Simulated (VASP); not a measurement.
# Zr (Fm-3m) in VASP: further runs

Runs on Zr. Level: BLYP. Tasks: single point.

Everything below comes from runs of VASP 6.6.1. Logs are shortened: lines on timing, memory, paths and dates and some standing lists are left out, and cuts for length are marked.

### 1 The cell of the first run

Symmetry: Fm-3m, No. 225, cubic system. Conventional cell: a = 4.580 Å, b = 4.580 Å, c = 4.580 Å, α = 90.00°, β = 90.00°, γ = 90.00°. Zr (site symmetry m-3m) has 12 Zr at 3.24 Å within 4.3 Å.

### 2 Single point, BLYP

Input file INCAR:

```
SYSTEM = Zr
PREC = Accurate
ENCUT = 520
EDIFF = 1E-7
ISMEAR = -1
SIGMA = 0.1
LREAL = .FALSE.
LASPH = .TRUE.
NELM = 60
ALGO = Normal
ISIF = 2
LWAVE = .FALSE.
LCHARG = .TRUE.
GGA = B5
ALDAX = 1.0
AGGAX = 1.0
AGGAC = 1.0
ALDAC = 0.0
LELF = .TRUE.
LVHAR = .TRUE.
NBANDS = 12
```

Input file KPOINTS:

```
Automatic mesh
0
G
  13 13 13
  0 0 0
```

Input file POSCAR:

```
Zr
1.0
    0.0000000000      2.2900450475      2.2900450475
    2.2900450475      0.0000000000      2.2900450475
    2.2900450475      2.2900450475      0.0000000000
Zr
1
Direct
    0.0000000000      0.0000000000      0.0000000000
```

Potentials or basis: VASP PAW PBE potentials, release 64 (Zr_sv).

On the command line:

```console
cat potpaw_PBE.64/Zr_sv/POTCAR > POTCAR
mpirun -np 1 vasp_std > vasp.out
```

OUTCAR:

```text
SYSTEM = Zr
   PREC = Accurate
   ENCUT = 520
   EDIFF = 1E-7
   ISMEAR = -1
   LREAL = .FALSE.
   LASPH = .TRUE.
   NELM = 60
   ISIF = 2
   GGA = B5

 ion  position               nearest neighbor table
   1  0.000  0.000  0.000-

  LATTYP: Found a face centered cubic cell.
 ALAT       =     4.5800900950

  Lattice vectors:

 A1 = (   0.0000000000,   2.2900450475,   2.2900450475)
 A2 = (   2.2900450475,   0.0000000000,   2.2900450475)
 A3 = (   2.2900450475,   2.2900450475,   0.0000000000)

Analysis of symmetry for initial positions (statically):
=====================================================================
 Subroutine PRICEL returns:
 Original cell was already a primitive cell.

 Routine SETGRP: Setting up the symmetry group for a
 face centered cubic supercell.

 Subroutine GETGRP returns: Found 48 space group operations
 (whereof 48 operations were pure point group operations)
 out of a pool of 48 trial point group operations.

The static configuration has the point symmetry O_h .

Analysis of symmetry for dynamics (positions and initial velocities):
=====================================================================
 Subroutine PRICEL returns:
 Original cell was already a primitive cell.

 Routine SETGRP: Setting up the symmetry group for a
 face centered cubic supercell.

 Subroutine GETGRP returns: Found 48 space group operations
 (whereof 48 operations were pure point group operations)
 out of a pool of 48 trial point group operations.

The dynamic configuration has the point symmetry O_h .

 Subroutine INISYM returns: Found 48 space group operations
 (whereof 48 operations are pure point group operations),
 and found     1 'primitive' translations

----------------------------------------------------------------------------------------

                                     Primitive cell

  volume of cell :      24.0194

  direct lattice vectors                    reciprocal lattice vectors
     0.000000000  2.290045048  2.290045048    -0.218336316  0.218336316  0.218336316
     2.290045048  0.000000000  2.290045048     0.218336316 -0.218336316  0.218336316
     2.290045048  2.290045048  0.000000000     0.218336316  0.218336316 -0.218336316

  length of vectors
     3.238612765  3.238612765  3.238612765     0.378169593  0.378169593  0.378169593

  position of ions in fractional coordinates (direct lattice)
     0.000000000  0.000000000  0.000000000

  ion indices of the primitive-cell ions
   primitive index   ion index
                 1           1

----------------------------------------------------------------------------------------

 KPOINTS: Automatic mesh

Automatic generation of k-mesh.
 Grid dimensions read from file:
 generate k-points for:   13   13   13

 Generating k-lattice:

  Cartesian coordinates                     Fractional coordinates (reciprocal lattice)
    -0.016795101  0.016795101  0.016795101     0.076923077  0.000000000  0.000000000
     0.016795101 -0.016795101  0.016795101     0.000000000  0.076923077  0.000000000
     0.016795101  0.016795101 -0.016795101     0.000000000  0.000000000  0.076923077

  Length of vectors
     0.029089969  0.029089969  0.029089969

  Shift w.r.t. Gamma in fractional coordinates (k-lattice)
     0.000000000  0.000000000  0.000000000

 Subroutine IBZKPT returns following result:
 ===========================================

 Found     84 irreducible k-points:

 Following reciprocal coordinates:
            Coordinates               Weight
  0.000000  0.000000  0.000000      1.000000
  0.076923  0.000000  0.000000      8.000000
  0.153846  0.000000  0.000000      8.000000
  0.230769  0.000000  0.000000      8.000000
  0.307692  0.000000  0.000000      8.000000
  0.384615  0.000000  0.000000      8.000000
[... 16 lines left out ...]
  0.384615  0.153846  0.000000     24.000000
  0.461538  0.153846  0.000000     24.000000
 [... further k-points ...]
   k-points           NKPTS =     84   k-points in BZ     NKDIM =     84   number of bands    NBANDS=     12
   number of dos      NEDOS =    301   number of ions     NIONS =      1
   total plane-waves  NPLWV =  13824
   dimension x,y,z NGX =    24 NGY =   24 NGZ =   24
   dimension x,y,z NGXF=    48 NGYF=   48 NGZF=   48
   ions per type =               1
   NGX,Y,Z   is equivalent  to a cutoff of  12.32, 12.32, 12.32 a.u.
   NGXF,Y,Z  is equivalent  to a cutoff of  24.64, 24.64, 24.64 a.u.
 SYSTEM =  Zr
   PREC   = accura    normal or accurate (medium, high low for compatibility)
   ISTART =      0    job   : 0-new  1-cont  2-samecut
   ICHARG =      2    charge: 1-file 2-atom 10-const
   ISPIN  =      1    spin polarized calculation?
   LNONCOLLINEAR =      F non collinear calculations
   LSORBIT =      F    spin-orbit coupling
   LASPH  =      T    aspherical Exc in radial PAW
   ENCUT  =  520.0 eV  38.22 Ry    6.18 a.u.   6.02  6.02  6.02*2*pi/ulx,y,z
   NELM   =     60;   NELMIN=  2; NELMDL= -5     # of ELM steps
   EDIFF  = 0.1E-06   stopping-criterion for ELM
   LREAL  =      F    real-space projection
   EDIFFG = 0.1E-05   stopping-criterion for IOM
   NSW    =      0    number of steps for IOM
   IBRION =     -1    ionic relax: 0-MD 1-quasi-New 2-CG
   NFREE  =      0    steps in history (QN), initial steepest desc. (CG)
   ISIF   =      2    stress and relaxation
   ISYM   =      2    0-nonsym 1-usesym 2-fastsym
   POTIM  = 0.5000    time-step for ionic-motion
   TEBEG  =    0.0;   TEEND  =   0.0 temperature during run
   PSTRESS=    0.0 pullay stress
   NELECT =      12.0000    total number of electrons
   NUPDOWN=      -1.0000    fix difference up-down
   EMIN   =  10.00;   EMAX   =-10.00  energy-range for DOS
   EFERMI =   0.00;   METHOD = LEGACY
   ISMEAR =    -1;   SIGMA  =   0.10  broadening in eV -4-tet -1-fermi 0-gaus
   EFERMI_NEDOS =   21; number of points for ismear=-14 and -15
   IALGO  =     38    algorithm
   IMIX   =      4    mixing-type and parameters
     AMIX     =   0.40;   BMIX     =  1.00
     AMIX_MAG =   1.60;   BMIX_MAG =  1.00
  volume/ion in A,a.u.               =      24.02       162.09
  Fermi-wavevector in a.u.,A,eV,Ry     =   1.299016  2.454785 22.959056  1.687443
  Thomas-Fermi vector in A             =   2.430307
   LORBIT       =      0    0 simple, 1 ext, 2 COOP (PROOUT), +10 PAW based schemes
   GGA     = B5    functional components
   LHFCALC =     F    Hartree Fock is set to
   AEXX    =    0.0000 exact exchange contribution
   IVDW    =     0    specifies the selected vdW correction
   LEPSILON=     F    determine dielectric tensor
   LRPA    =     F    only Hartree local field effects (RPA)
 non-spin polarized calculation
  energy-cutoff  :      520.00
  volume of cell :       24.02
 maximum number of plane-waves:       657
   NGX = 13   NGY = 13   NGZ = 13

 number of electron      12.0000000 magnetization

 Free energy of the ion-electron system (eV)
  ---------------------------------------------------
  ext. energy  EPLUGINS =         0.00000000
  ---------------------------------------------------
  free energy    TOTEN  =        -7.31505947 eV

  energy without entropy =       -7.26047740  energy(sigma->0) =       -7.28776844

 E-fermi :   9.0561     XC(G=0): -10.3723

 val. band max:        9.0558524378   @ k =   0.1538   0.1538   0.0000
 cond. band min:       9.0699484675   @ k =  -0.3846   0.3077   0.1538
 fundamental gap:      0.0140960298
 Fermi energy:         9.0561015035

 k-point     1 :       0.0000    0.0000    0.0000
  band No.  band energies     occupation
      1     -39.6461      2.00000
      2     -17.3039      2.00000
      3     -17.3039      2.00000
      4     -17.3039      2.00000
      5       3.7075      2.00000
      6       9.9439      0.00028
      7       9.9439      0.00028
      8       9.9439      0.00028
      9      12.2185      0.00000
     10      12.2185      0.00000
     11      19.5794      0.00000
     12      23.6878      0.00000

 k-point     2 :       0.0769    0.0000    0.0000
  band No.  band energies     occupation
      1     -39.6391      2.00000
      2     -17.3565      2.00000
      3     -17.3105      2.00000
      4     -17.3105      2.00000
      5       3.8909      2.00000
      6       9.7850      0.00136
      7      10.0284      0.00012
      8      10.0284      0.00012
      9      12.1404      0.00000
     10      12.1404      0.00000
     11      19.9625      0.00000
     12      22.9127      0.00000

 k-point     3 :       0.1538    0.0000    0.0000
  band No.  band energies     occupation
      1     -39.6196      2.00000
      2     -17.5001      2.00000
      3     -17.3287      2.00000
      4     -17.3287      2.00000
      5       4.4039      2.00000
      6       9.4219      0.05026
      7      10.2128      0.00002
      8      10.2128      0.00002
      9      12.0193      0.00000
     10      12.0193      0.00000
     11      20.7980      0.00000
     12      21.7834      0.00000

 k-point     4 :       0.2308    0.0000    0.0000
  band No.  band energies     occupation
      1     -39.5919      2.00000
      2     -17.6975      2.00000
      3     -17.3542      2.00000
      4     -17.3542      2.00000
      5       5.1194      2.00000
      6       9.1032      0.76900
      7      10.2820      0.00001
      8      10.2820      0.00001
      9      12.1520      0.00000
     10      12.1520      0.00000
     11      20.2026      0.00000
     12      22.2747      0.00000

 k-point     5 :       0.3077    0.0000    0.0000
  band No.  band energies     occupation
      1     -39.5623      2.00000
      2     -17.9015      2.00000
      3     -17.3811      2.00000
      4     -17.3811      2.00000
      5       5.7823      2.00000
      6       9.1133      0.72145
      7      10.1332      0.00004
      8      10.1332      0.00004
      9      12.6737      0.00000
     10      12.6737      0.00000
     11      19.2854      0.00000
     12      21.9988      0.00000

 k-point     6 :       0.3846    0.0000    0.0000
  band No.  band energies     occupation
      1     -39.5376      2.00000
      2     -18.0664      2.00000
      3     -17.4032      2.00000
      4     -17.4032      2.00000
      5       6.1291      2.00000
      6       9.5949      0.00910
      7       9.9318      0.00031
      8       9.9318      0.00031
      9      13.3452      0.00000
     10      13.3452      0.00000
     11      18.6061      0.00000
     12      20.5601      0.00000

 k-point     7 :       0.4615    0.0000    0.0000
  band No.  band energies     occupation
      1     -39.5236      2.00000
      2     -18.1579      2.00000
      3     -17.4157      2.00000
      4     -17.4157      2.00000
      5       6.2171      2.00000
      6       9.8072      0.00109
      7       9.8072      0.00109
      8      10.1523      0.00003
      9      13.8275      0.00000
     10      13.8275      0.00000
     11      18.1867      0.00000
     12      19.5163      0.00000

 k-point     8 :       0.0769    0.0769    0.0000
  band No.  band energies     occupation
      1     -39.6367      2.00000
      2     -17.3553      2.00000
      3     -17.3220      2.00000
      4     -17.3220      2.00000
      5       3.9521      2.00000
      6       9.6831      0.00378
      7      10.0885      0.00007
      8      10.0885      0.00007
      9      11.9163      0.00000
     10      12.2993      0.00000
     11      20.0957      0.00000
     12      23.1861      0.00000
[... 166 lines left out ...]
 k-point    20 :       0.1538    0.1538    0.0000
  band No.  band energies     occupation
      1     -39.6108      2.00000
      2     -17.4941      2.00000
      3     -17.3719      2.00000
      4     -17.3719      2.00000
      5       4.6347      2.00000
      6       9.0559      1.00125
      7      10.5185      0.00000
      8      10.5185      0.00000
      9      11.1623      0.00000
     10      12.5309      0.00000
     11      21.4724      0.00000
     12      22.7642      0.00000

 k-point    21 :       0.2308    0.1538    0.0000
  band No.  band energies     occupation
      1     -39.5900      2.00000
      2     -17.6215      2.00000
      3     -17.4043      2.00000
      4     -17.3979      2.00000
      5       5.1840      2.00000
      6       8.7058      1.94154
      7      10.4272      0.00000
      8      10.7739      0.00000
      9      11.2115      0.00000
     10      12.7100      0.00000
     11      21.9973      0.00000
     12      22.5301      0.00000

 k-point    22 :       0.3077    0.1538    0.0000
  band No.  band energies     occupation
      1     -39.5638      2.00000
      2     -17.7890      2.00000
      3     -17.4344      2.00000
      4     -17.4305      2.00000
      5       5.8747      2.00000
      6       8.4793      1.99377
      7       9.9275      0.00033
      8      10.8287      0.00000
      9      11.9564      0.00000
     10      13.0914      0.00000
     11      20.9325      0.00000
     12      23.0150      0.00000

 k-point    23 :       0.3846    0.1538    0.0000
  band No.  band energies     occupation
      1     -39.5381      2.00000
      2     -17.9473      2.00000
      3     -17.4720      2.00000
      4     -17.4553      2.00000
      5       6.4554      2.00000
      6       8.5461      1.98788
      7       9.5501      0.01421
      8      10.6791      0.00000
      9      12.9559      0.00000
     10      13.6226      0.00000
     11      19.7172      0.00000
     12      21.8997      0.00000

 k-point    24 :       0.4615    0.1538    0.0000
  band No.  band energies     occupation
      1     -39.5188      2.00000
      2     -18.0610      2.00000
      3     -17.5141      2.00000
      4     -17.4624      2.00000
      5       6.7244      2.00000
      6       8.7704      1.89140
      7       9.5526      0.01387
      8      10.4828      0.00000
      9      13.9632      0.00000
     10      14.0515      0.00000
     11      18.3787      0.00000
     12      21.0496      0.00000

 [... further k-points ...]
[... 5 lines left out ...]
  --------------------------------------------------------------------------------------
  -------------------------------------------------------------------------------------
  Total        0.0419022      0.0419022      0.0419022     -0.0000000     -0.0000000      0.0000000
  in kB        2.7950237      2.7950237      2.7950237     -0.0000000     -0.0000000      0.0000000
  external PRESSURE =       2.7950237 kB  Pullay stress =       0.0000000 kB

 VOLUME and BASIS-vectors are now :
 -----------------------------------------------------------------------------
  energy-cutoff  :      520.00
  volume of cell :       24.02
      direct lattice vectors                 reciprocal lattice vectors
     0.000000000  2.290045048  2.290045048    -0.218336316  0.218336316  0.218336316
     2.290045048  0.000000000  2.290045048     0.218336316 -0.218336316  0.218336316
     2.290045048  2.290045048  0.000000000     0.218336316  0.218336316 -0.218336316

 POSITION                                       TOTAL-FORCE (eV/Angst)
 -----------------------------------------------------------------------------------
      0.00000      0.00000      0.00000         0.000000      0.000000      0.000000
 -----------------------------------------------------------------------------------
    total drift:                                0.000000      0.000000      0.000000

  FREE ENERGIE OF THE ION-ELECTRON SYSTEM (eV)
  ---------------------------------------------------
  free  energy   TOTEN  =        -7.3150594670 eV

  energy  without entropy=       -7.2604774042  energy(sigma->0) =       -7.28776844
```

Run time: 30 s. Hardware: 1 thread of AMD EPYC 7R13, shared host; peak memory 0.15 GiB.

Results:

```
Free energy            : -7.3151 eV
Pressure               : 0.3 GPa
Band gap on the k mesh : zero (band 6 reaches 9.94 eV, above the bottom of band 7 at 8.50 eV)
```

Caveat: the PAW data sets were made with another functional, which shifts forces and pressure a little.

### 3 Single point, BLYP (volume scaled by 1.04)

Input file INCAR:

```
SYSTEM = Zr
  PREC = Accurate
  ENCUT = 520
  EDIFF = 1E-6
  ISMEAR = -1
  SIGMA = 0.1
  LREAL = .False.
  LASPH = .True.
  NELM = 80
  ALGO = Normal
  ISIF = 2
  LWAVE = .False.
  LCHARG = .True.
  GGA = B5
  ALDAX = 1.0
  AGGAX = 1.0
  AGGAC = 1.0
  ALDAC = 0.0
  LELF = .True.
  LVHAR = .True.
  NBANDS = 12
```

Input file KPOINTS:

```
Automatic mesh
0
Gamma
  13 13 13
  0 0 0
```

Input file POSCAR:

```
Zr
1.0
    0.0000000000      2.3201806751      2.3201806751
    2.3201806751      0.0000000000      2.3201806751
    2.3201806751      2.3201806751      0.0000000000
Zr
1
Direct
    0.0000000000      0.0000000000      0.0000000000
```

Potentials or basis: VASP PAW PBE potentials, release 64 (Zr_sv).

On the command line:

```console
cat potpaw_PBE.64/Zr_sv/POTCAR > POTCAR
mpirun -np 1 vasp_std > vasp.out
```

It took 22 s on 1 thread of AMD EPYC 7R13, shared host; peak memory 0.15 GiB.

Results (log left out):

```
Free energy            : -7.3074 eV
Pressure               : -2.9 GPa
Band gap on the k mesh : zero (band 6 reaches 9.50 eV, above the bottom of band 7 at 8.10 eV)
```

Levels at points of the mesh, in eV from the Fermi level:
| k point | band 4 | band 5 | band 6 | band 7 | band 8 | band 9 |
| --- | --- | --- | --- | --- | --- | --- |
| (0.00, 0.00, 0.00) | -26.48 | -5.27 | 0.87 | 0.87 | 0.87 | 3.03 |

Caveat: the PAW data sets were made with another functional, which shifts forces and pressure a little.

[end of part 1 of 2]
